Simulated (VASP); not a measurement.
# FeO (Fm-3m) in VASP: single point with PBE+U

Aim: the single point of FeO with PBE+U.

Everything below comes from runs of VASP 6.6.1. Logs are shortened: lines on timing, memory, paths and dates and some standing lists are left out, and cuts for length are marked.

### Step 1. The cell of the first run

The structure is cubic, space group Fm-3m (No. 225). The conventional cell has a = 4.311 Å, b = 4.311 Å, c = 4.311 Å, α = 90.00°, β = 90.00°, γ = 90.00°. Fe (site symmetry m-3m) has 6 O at 2.16 Å within 2.9 Å. Within 2.9 Å of O (site symmetry m-3m) lie 6 Fe at 2.16 Å.

### Step 2. Single point, PBE+U

Input file INCAR:

```
PREC = Accurate
ENCUT = 600
EDIFF = 1E-6
ISMEAR = -1
SIGMA = 0.1
LREAL = F
LASPH = T
NELM = 200
ALGO = Normal
ISIF = 2
LWAVE = F
LCHARG = F
LMAXMIX = 4
LDAU = T
LDAUTYPE = 2
LDAUL = 2 -1
LDAUU = 6 0
LDAUJ = 0 0
LDAUPRINT = 1
GGA = PE
NBANDS = 22
GGA_COMPAT = F
```

Input file KPOINTS:

```
Automatic mesh
0
Gamma
  14 14 14
```

Input file POSCAR:

```
FeO
1.0
    0.0000000000      4.3108000000      4.3108000000
    2.1554000000      0.0000000000      2.1554000000
    2.1554000000      2.1554000000      0.0000000000
Fe O
2 2
Direct
    0.0000000000      0.0000000000      0.0000000000
    0.5000000000      0.0000000000      0.0000000000
    0.2500000000      0.5000000000      0.5000000000
    0.7500000000      0.5000000000      0.5000000000
```

Potentials or basis: VASP PAW PBE potentials, release 64 (Fe, O).

Command:

```
> cat potpaw_PBE.64/Fe/POTCAR potpaw_PBE.64/O/POTCAR > POTCAR
> mpirun -np 1 vasp_std > vasp.out
```

OUTCAR:

```text
PREC = Accurate
   ENCUT = 600
   EDIFF = 1E-6
   ISMEAR = -1
   LREAL = F
   LASPH = T
   NELM = 200
   ISIF = 2
   GGA = PE

 ion  position               nearest neighbor table
   1  0.000  0.000  0.000-   4 2.16   3 2.16   4 2.16   3 2.16   4 2.16   3 2.16   2 3.05   2 3.05
                             2 3.05   2 3.05   2 3.05   2 3.05
   2  0.500  0.000  0.000-   3 2.16   3 2.16   4 2.16   3 2.16   4 2.16   4 2.16   1 3.05   1 3.05
                             1 3.05   1 3.05   1 3.05   1 3.05
   3  0.250  0.500  0.500-   1 2.16   1 2.16   2 2.16   1 2.16   2 2.16   2 2.16
   4  0.750  0.500  0.500-   2 2.16   1 2.16   2 2.16   1 2.16   2 2.16   1 2.16

  LATTYP: Found a trigonal (rhomboedric) cell.
 ALAT       =     5.2796301916
 COS(alpha) =     0.8333333333

  Lattice vectors:

 A1 = (   2.1554000000,  -2.1554000000,  -4.3108000000)
 A2 = (   4.3108000000,  -2.1554000000,  -2.1554000000)
 A3 = (   2.1554000000,  -4.3108000000,  -2.1554000000)

Analysis of symmetry for initial positions (statically):
=====================================================================
 Subroutine PRICEL returns following result:

  LATTYP: Found a face centered cubic cell.
 ALAT       =     4.3108000000

  Lattice vectors:

 A1 = (   0.0000000000,   2.1554000000,   2.1554000000)
 A2 = (   2.1554000000,   0.0000000000,   2.1554000000)
 A3 = (   2.1554000000,   2.1554000000,   0.0000000000)

   2 primitive cells build up your supercell.

 Routine SETGRP: Setting up the symmetry group for a
 trigonal (rhombohedral) supercell.

 Subroutine GETGRP returns: Found 12 space group operations
 (whereof 12 operations were pure point group operations)
 out of a pool of 12 trial point group operations.

The static configuration has the point symmetry D_3d.

Analysis of symmetry for dynamics (positions and initial velocities):
=====================================================================
 Subroutine PRICEL returns following result:

  LATTYP: Found a face centered cubic cell.
 ALAT       =     4.3108000000

  Lattice vectors:

 A1 = (   0.0000000000,   2.1554000000,   2.1554000000)
 A2 = (   2.1554000000,   0.0000000000,   2.1554000000)
 A3 = (   2.1554000000,   2.1554000000,   0.0000000000)

   2 primitive cells build up your supercell.

 Routine SETGRP: Setting up the symmetry group for a
 trigonal (rhombohedral) supercell.

 Subroutine GETGRP returns: Found 12 space group operations
 (whereof 12 operations were pure point group operations)
 out of a pool of 12 trial point group operations.

The dynamic configuration has the point symmetry D_3d.

 Subroutine INISYM returns: Found 12 space group operations
 (whereof 12 operations are pure point group operations),
 and found     2 'primitive' translations

----------------------------------------------------------------------------------------

                                     Primitive cell

  volume of cell :      20.0269

  direct lattice vectors                    reciprocal lattice vectors
     0.000000000  2.155400000  2.155400000    -0.231975503  0.231975503  0.231975503
     2.155400000  0.000000000  2.155400000     0.231975503 -0.231975503  0.231975503
     2.155400000  2.155400000  0.000000000     0.231975503  0.231975503 -0.231975503

  length of vectors
     3.048195912  3.048195912  3.048195912     0.401793358  0.401793358  0.401793358

  position of ions in fractional coordinates (direct lattice)
     0.000000000  0.000000000  0.000000000
     0.500000000  0.500000000  0.500000000

  ion indices of the primitive-cell ions
   primitive index   ion index
                 1           1
                 2           3

----------------------------------------------------------------------------------------

 KPOINTS: Automatic mesh

Automatic generation of k-mesh.
 Grid dimensions read from file:
 generate k-points for:   14   14   14

 Generating k-lattice:

  Cartesian coordinates                     Fractional coordinates (reciprocal lattice)
    -0.008284839  0.008284839  0.008284839     0.071428571  0.000000000  0.000000000
     0.016569679 -0.016569679  0.016569679     0.000000000  0.071428571  0.000000000
[... 60 lines left out ...]
   EDIFFG = 0.1E-04   stopping-criterion for IOM
   NSW    =      0    number of steps for IOM
   IBRION =     -1    ionic relax: 0-MD 1-quasi-New 2-CG
   NFREE  =      0    steps in history (QN), initial steepest desc. (CG)
   ISIF   =      2    stress and relaxation
   ISYM   =      2    0-nonsym 1-usesym 2-fastsym
   POTIM  = 0.5000    time-step for ionic-motion
   TEBEG  =    0.0;   TEEND  =   0.0 temperature during run
   PSTRESS=    0.0 pullay stress
   NELECT =      28.0000    total number of electrons
   NUPDOWN=      -1.0000    fix difference up-down
   EMIN   =  10.00;   EMAX   =-10.00  energy-range for DOS
   EFERMI =   0.00;   METHOD = LEGACY
   ISMEAR =    -1;   SIGMA  =   0.10  broadening in eV -4-tet -1-fermi 0-gaus
   EFERMI_NEDOS =   21; number of points for ismear=-14 and -15
   IALGO  =     38    algorithm
   IMIX   =      4    mixing-type and parameters
     AMIX     =   0.40;   BMIX     =  1.00
     AMIX_MAG =   1.60;   BMIX_MAG =  1.00
  volume/ion in A,a.u.               =      10.01        67.57
  Fermi-wavevector in a.u.,A,eV,Ry     =   1.452935  2.745650 28.722187  2.111021
  Thomas-Fermi vector in A             =   2.570260
   LORBIT       =      0    0 simple, 1 ext, 2 COOP (PROOUT), +10 PAW based schemes
 LDA+U is selected, type is set to LDAUTYPE =  2
   angular momentum for each species LDAUL =     2   -1
   U (eV)           for each species LDAUU =   6.0  0.0
   J (eV)           for each species LDAUJ =   0.0  0.0
   GGA     = PE    functional components
   LHFCALC =     F    Hartree Fock is set to
   AEXX    =    0.0000 exact exchange contribution
   IVDW    =     0    specifies the selected vdW correction
   LEPSILON=     F    determine dielectric tensor
   LRPA    =     F    only Hartree local field effects (RPA)
 non-spin polarized calculation
  energy-cutoff  :      600.00
  volume of cell :       40.05
 maximum number of plane-waves:      1354
 NGX is ok and might be reduce to    50
   NGX = 25   NGY = 13   NGZ = 13

atom =   1  type =  1  l = 2

 onsite density matrix

spin component  1

  0.9716 -0.0000  0.0000  0.0000  0.0000
 -0.0000  0.9716  0.0000 -0.0000 -0.0000
  0.0000  0.0000  0.1170 -0.0000  0.0000
  0.0000 -0.0000 -0.0000  0.9716 -0.0000
  0.0000 -0.0000  0.0000 -0.0000  0.1170

spin component  2

  0.9716 -0.0000  0.0000  0.0000  0.0000
 -0.0000  0.9716  0.0000 -0.0000 -0.0000
  0.0000  0.0000  0.1170 -0.0000  0.0000
  0.0000 -0.0000 -0.0000  0.9716 -0.0000
  0.0000 -0.0000  0.0000 -0.0000  0.1170

 occupancies and eigenvectors

  o =  0.1170  v =  0.0000  0.0000 -0.0518  0.0000  0.9987  0.0000  0.0000  0.0000  0.0000  0.0000      0.0000  0.0000  0.0000  0.0000  0.0000  0.0000  0.0000  0.0000  0.0000  0.0000
  o =  0.1170  v =  0.0000  0.0000  0.0000  0.0000  0.0000  0.0000  0.0000 -0.0518  0.0000  0.9987      0.0000  0.0000  0.0000  0.0000  0.0000  0.0000  0.0000  0.0000  0.0000  0.0000
  o =  0.1170  v = -0.0000 -0.0000  0.9987  0.0000  0.0518  0.0000  0.0000  0.0000  0.0000  0.0000      0.0000  0.0000  0.0000  0.0000  0.0000  0.0000  0.0000  0.0000  0.0000  0.0000
  o =  0.1170  v =  0.0000  0.0000  0.0000  0.0000  0.0000 -0.0000 -0.0000  0.9987  0.0000  0.0518      0.0000  0.0000  0.0000  0.0000  0.0000  0.0000  0.0000  0.0000  0.0000  0.0000
  o =  0.9716  v =  0.0000  0.0000  0.0000  0.0000  0.0000  0.3578 -0.4567  0.0000 -0.8145  0.0000      0.0000  0.0000  0.0000  0.0000  0.0000  0.0000  0.0000  0.0000  0.0000  0.0000
  o =  0.9716  v =  0.3578 -0.4567  0.0000 -0.8145  0.0000  0.0000  0.0000  0.0000  0.0000  0.0000      0.0000  0.0000  0.0000  0.0000  0.0000  0.0000  0.0000  0.0000  0.0000  0.0000
  o =  0.9716  v =  0.0000  0.0000  0.0000  0.0000  0.0000  0.7339  0.6768  0.0000 -0.0571 -0.0000      0.0000  0.0000  0.0000  0.0000  0.0000  0.0000  0.0000  0.0000  0.0000  0.0000
  o =  0.9716  v =  0.7339  0.6768  0.0000 -0.0571 -0.0000  0.0000  0.0000  0.0000  0.0000  0.0000      0.0000  0.0000  0.0000  0.0000  0.0000  0.0000  0.0000  0.0000  0.0000  0.0000
  o =  0.9716  v =  0.0000  0.0000  0.0000  0.0000  0.0000 -0.5774  0.5774 -0.0000 -0.5774 -0.0000      0.0000  0.0000  0.0000  0.0000  0.0000  0.0000  0.0000  0.0000  0.0000  0.0000
  o =  0.9716  v = -0.5774  0.5774 -0.0000 -0.5774 -0.0000  0.0000  0.0000  0.0000  0.0000  0.0000      0.0000  0.0000  0.0000  0.0000  0.0000  0.0000  0.0000  0.0000  0.0000  0.0000

atom =   2  type =  1  l = 2

 onsite density matrix

spin component  1

  0.9716 -0.0000  0.0000  0.0000  0.0000
 -0.0000  0.9716  0.0000 -0.0000 -0.0000
  0.0000  0.0000  0.1170 -0.0000  0.0000
  0.0000 -0.0000 -0.0000  0.9716 -0.0000
  0.0000 -0.0000  0.0000 -0.0000  0.1170

spin component  2

  0.9716 -0.0000  0.0000  0.0000  0.0000
 -0.0000  0.9716  0.0000 -0.0000 -0.0000
  0.0000  0.0000  0.1170 -0.0000  0.0000
  0.0000 -0.0000 -0.0000  0.9716 -0.0000
  0.0000 -0.0000  0.0000 -0.0000  0.1170

 occupancies and eigenvectors

  o =  0.1170  v =  0.0000  0.0000 -0.0528  0.0000  0.9986  0.0000  0.0000  0.0000  0.0000  0.0000      0.0000  0.0000  0.0000  0.0000  0.0000  0.0000  0.0000  0.0000  0.0000  0.0000
  o =  0.1170  v =  0.0000  0.0000  0.0000  0.0000  0.0000  0.0000  0.0000 -0.0528  0.0000  0.9986      0.0000  0.0000  0.0000  0.0000  0.0000  0.0000  0.0000  0.0000  0.0000  0.0000
  o =  0.1170  v = -0.0000 -0.0000  0.9986  0.0000  0.0528  0.0000  0.0000  0.0000  0.0000  0.0000      0.0000  0.0000  0.0000  0.0000  0.0000  0.0000  0.0000  0.0000  0.0000  0.0000
  o =  0.1170  v =  0.0000  0.0000  0.0000  0.0000  0.0000 -0.0000 -0.0000  0.9986  0.0000  0.0528      0.0000  0.0000  0.0000  0.0000  0.0000  0.0000  0.0000  0.0000  0.0000  0.0000
  o =  0.9716  v =  0.0000  0.0000  0.0000  0.0000  0.0000  0.3997 -0.4167  0.0000 -0.8164  0.0000      0.0000  0.0000  0.0000  0.0000  0.0000  0.0000  0.0000  0.0000  0.0000  0.0000
  o =  0.9716  v =  0.3997 -0.4167  0.0000 -0.8164  0.0000  0.0000  0.0000  0.0000  0.0000  0.0000      0.0000  0.0000  0.0000  0.0000  0.0000  0.0000  0.0000  0.0000  0.0000  0.0000
  o =  0.9716  v =  0.0000  0.0000  0.0000  0.0000  0.0000  0.7120  0.7022  0.0000 -0.0098 -0.0000      0.0000  0.0000  0.0000  0.0000  0.0000  0.0000  0.0000  0.0000  0.0000  0.0000
  o =  0.9716  v =  0.7120  0.7022  0.0000 -0.0098 -0.0000  0.0000  0.0000  0.0000  0.0000  0.0000      0.0000  0.0000  0.0000  0.0000  0.0000  0.0000  0.0000  0.0000  0.0000  0.0000
  o =  0.9716  v =  0.0000  0.0000  0.0000  0.0000  0.0000 -0.5774  0.5774 -0.0000 -0.5774 -0.0000      0.0000  0.0000  0.0000  0.0000  0.0000  0.0000  0.0000  0.0000  0.0000  0.0000
  o =  0.9716  v = -0.5774  0.5774 -0.0000 -0.5774 -0.0000  0.0000  0.0000  0.0000  0.0000  0.0000      0.0000  0.0000  0.0000  0.0000  0.0000  0.0000  0.0000  0.0000  0.0000  0.0000

 number of electron      28.0000000 magnetization

 Free energy of the ion-electron system (eV)
  ---------------------------------------------------
  ext. energy  EPLUGINS =         0.00000000
  ---------------------------------------------------
  free energy    TOTEN  =       -22.05294143 eV

  energy without entropy =      -22.05294141  energy(sigma->0) =      -22.05294142

 E-fermi :   4.9020     XC(G=0): -12.1349

 val. band max:        3.0255602346   @ k =  -0.4286   0.2143   0.0000
 cond. band min:       6.5650338754   @ k =   0.0000   0.0000   0.0000
 fundamental gap:      3.5394736408
 Fermi energy:         4.9019674180

 k-point     1 :       0.0000    0.0000    0.0000
  band No.  band energies     occupation
      1     -14.5311      2.00000
      2     -13.3973      2.00000
      3      -2.7364      2.00000
      4       0.3969      2.00000
      5       0.3974      2.00000
      6       1.2288      2.00000
[... 589 lines left out ...]
     21      14.7520      0.00000
     22      17.5942      0.00000

 [... further k-points ...]

------------------------ aborting loop because EDIFF is reached ----------------------------------------

  FORCE on cell =-STRESS in cart. coord.  units (eV):
  Direction    XX          YY          ZZ          XY          YZ          ZX
  --------------------------------------------------------------------------------------
  -------------------------------------------------------------------------------------
  Total       -3.9573452     -3.9573452     -3.9573452     -0.0002807      0.0002807     -0.0002807
  in kB     -158.2963451   -158.2963451   -158.2963451     -0.0112293      0.0112293     -0.0112293
  external PRESSURE =    -158.2963451 kB  Pullay stress =       0.0000000 kB

 VOLUME and BASIS-vectors are now :
 -----------------------------------------------------------------------------
  energy-cutoff  :      600.00
  volume of cell :       40.05
      direct lattice vectors                 reciprocal lattice vectors
     0.000000000  4.310800000  4.310800000    -0.115987752  0.115987752  0.115987752
     2.155400000  0.000000000  2.155400000     0.231975503 -0.231975503  0.231975503
     2.155400000  2.155400000  0.000000000     0.231975503  0.231975503 -0.231975503

 POSITION                                       TOTAL-FORCE (eV/Angst)
 -----------------------------------------------------------------------------------
      0.00000      0.00000      0.00000         0.000000      0.000000      0.000000
      0.00000      2.15540      2.15540         0.000000     -0.000000     -0.000000
      2.15540      2.15540      2.15540        -0.000000      0.000000      0.000000
      2.15540      4.31080      4.31080        -0.000000     -0.000000     -0.000000
 -----------------------------------------------------------------------------------
    total drift:                               -0.000000     -0.000000     -0.000000

  FREE ENERGIE OF THE ION-ELECTRON SYSTEM (eV)
  ---------------------------------------------------
  free  energy   TOTEN  =       -22.0529414286 eV

  energy  without entropy=      -22.0529414133  energy(sigma->0) =      -22.05294142
```

It took 9.6 min on 1 thread of Intel Xeon 8259CL, shared host; peak memory 0.39 GiB.

Results:

```
Free energy            : -22.0529 eV
Pressure               : -15.8 GPa
Band gap on the k mesh : 3.54 eV
```

Eigenvalues of the final occupation matrices:
| site | spin | trace | eigenvalues |
| --- | --- | --- | --- |
| site 1 d | 1 | 3.15 | 0.12 0.12 0.97 0.97 0.97 |
| site 1 d | 2 | 3.15 | 0.12 0.12 0.97 0.97 0.97 |
| site 2 d | 1 | 3.15 | 0.12 0.12 0.97 0.97 0.97 |
| site 2 d | 2 | 3.15 | 0.12 0.12 0.97 0.97 0.97 |

Caveat: the cell stands under tension; the run has no spin polarisation, though such a crystal can be magnetic.
